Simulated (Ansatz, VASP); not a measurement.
# One calculation of ZrSc3F2, two programs

The input INCAR:

```
PREC = Accurate
ENCUT = 520
EDIFF = 1E-6
ISMEAR = 0
SIGMA = 0.1
LREAL = F
LASPH = T
NELM = 150
ALGO = Normal
ISIF = 2
LWAVE = F
LCHARG = T
ISPIN = 2
MAGMOM = 1 1 1 1 0 0
LORBIT = 11
LMAXMIX = 4
GGA = PE
LELF = T
LVHAR = T
NBANDS = 42
```

KPOINTS

```
regular mesh
0
Gamma
  3 3 6
```

File POSCAR:

```
ZrSc3F2
1.0
    6.5414756734      0.0000000000      0.0000000000
   -3.2707378367      5.6650841114      0.0000000000
    0.0000000000      0.0000000000      2.8209229135
Zr Sc F
1 3 2
Direct
    0.0000000000      0.0000000000      0.0000000000
    0.5000000000      0.0000000000      0.5000000000
    0.5000000000      0.5000000000      0.5000000000
    0.0000000000      0.5000000000      0.5000000000
    0.3333333333      0.6666666667      0.0000000000
    0.6666666667      0.3333333333      0.0000000000
```

Input for Ansatz:

```yaml
crystal:
  lattice:
    - [6.5414756734, 0.0, 0.0]
    - [-3.2707378367, 5.6650841114, 0.0]
    - [0.0, 0.0, 2.8209229135]
  atoms:
    - { symbol: Zr, position: [0.0, 0.0, 0.0], spin: 1.0 }
    - { symbol: Sc, position: [0.5, 0.0, 0.5], spin: 1.0 }
    - { symbol: Sc, position: [0.5, 0.5, 0.5], spin: 1.0 }
    - { symbol: Sc, position: [0.0, 0.5, 0.5], spin: 1.0 }
    - { symbol: F, position: [0.3333333333, 0.6666666667, 0.0] }
    - { symbol: F, position: [0.6666666667, 0.3333333333, 0.0] }
basis:
  ecutwfc: 420
kpoints:
  mp_grid: { grid: [3, 3, 6] }
hamiltonian:
  xc: pbe
scf:
  occupations: { method: gaussian, width: 0.1 }
  lower_state_search: "off"
output:
  forces: true
  stress: true
  eigenvalues: true
  populations: true
magnetization:
  spin_polarized: true
```

Change from the starting cell: species swapped into the ScCo3B2 type (P6/mmm, No. 191).

Alike in both runs: task single point; functional PBE; k mesh 3 × 3 × 6; occupations gaussian, width 0.1 eV; collinear spin.

```csv
,VASP,Ansatz
version,VASP 6.6.1,Ansatz 0.2.0
potentials or method,"VASP PAW PBE potentials, release 64 (Zr_sv, Sc_sv, F), cutoff 520 eV","scalar-relativistic, plane waves, PAW"
valence electrons in the cell,59,59
```

VASP gave:

- gap on the k mesh at the Fermi level (eV): none
- pressure (GPa): 0.4
- traceless stress, the component that is largest in VASP (GPa): 0.07
- net moment per atom (μB): 0.17
- size of the moment on the site where the two differ most (μB): 0.32

Which values does Ansatz return?

gap on the k mesh at the Fermi level (eV): none; pressure (GPa): 0.3; traceless stress, the component that is largest in VASP (GPa): -0.03; net moment per atom (μB): 0.17; size of the moment on the site where the two differ most (μB): 0.28.

Site moments also hang on the region over which each program counts them. A gap of «none» marks a metal or a gap that the smearing closes.

The k mesh is coarse, so the values compare programs but aren't converged.
